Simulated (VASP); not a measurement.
Set up this calculation in VASP 6.6.1, as the native input.

| Quantity | Value |
| --- | --- |
| Task | single point |
| Functional | LDA |
| Potentials or basis | VASP PAW LDA potentials, release 64 (Ta_sv_GW, N) |
| Cutoff | 700 eV |
| k mesh | 18 × 18 × 18 |
| Occupations | gaussian, width 0.15 eV |
| Spin | no spin polarisation |
| Dipole correction | no |
| Further INCAR settings | ALGO = Normal; EDIFF = 1e-06; NBANDS = 16 |

The structure of TaN lies in POSCAR:

```
TaN
1.0
    0.0000000000      2.1742693740      2.1742693740
    2.1742693740      0.0000000000      2.1742693740
    2.1742693740      2.1742693740      0.0000000000
Ta N
1 1
Direct
    0.4956387160      0.5043612840      0.5043612840
    0.0563407651     -0.0563407651     -0.0563407651
```

This cell differs from its parent crystal: atoms displaced along a vibrational mode.

The input as run:

INCAR

```
PREC = Accurate ; ENCUT = 700
EDIFF = 1E-6 ; ISMEAR = 0
SIGMA = 0.15 ; LREAL = F
LASPH = T ; NELM = 120
ALGO = Normal ; ISIF = 2
LWAVE = F ; LCHARG = F
GGA = CA ; NBANDS = 16
GGA_COMPAT = F
```

KPOINTS

```
Automatic mesh
0
Gamma
  18 18 18
```

Potentials or basis: VASP PAW LDA potentials, release 64 (Ta_sv_GW, N).

Run with:

```bash
$ cat potpaw_LDA.64/Ta_sv_GW/POTCAR potpaw_LDA.64/N/POTCAR > POTCAR
$ mpirun -np 1 vasp_std > vasp.out
```

It gave:

```yaml
Pressure: 14.8 GPa
Largest_force: 3.492 eV/Å
Band_gap_on_the_k_mesh: zero (bands 9 and 10 overlap by 3.10 eV)
```

Caveat: the cell differs from its parent crystal (atoms displaced along a vibrational mode); the stress differs along the axes, from 2 to 41 GPa; spin-orbit coupling is left out, which moves the levels of the heavy elements; forces of over 1 eV/Å act on the atoms, so gaps and moduli don't describe the material at rest.

It took 110 s on 1 thread of AMD EPYC 9R45 96-Core Processor (Zen 5) (shared host), peak memory 0.35 GiB.
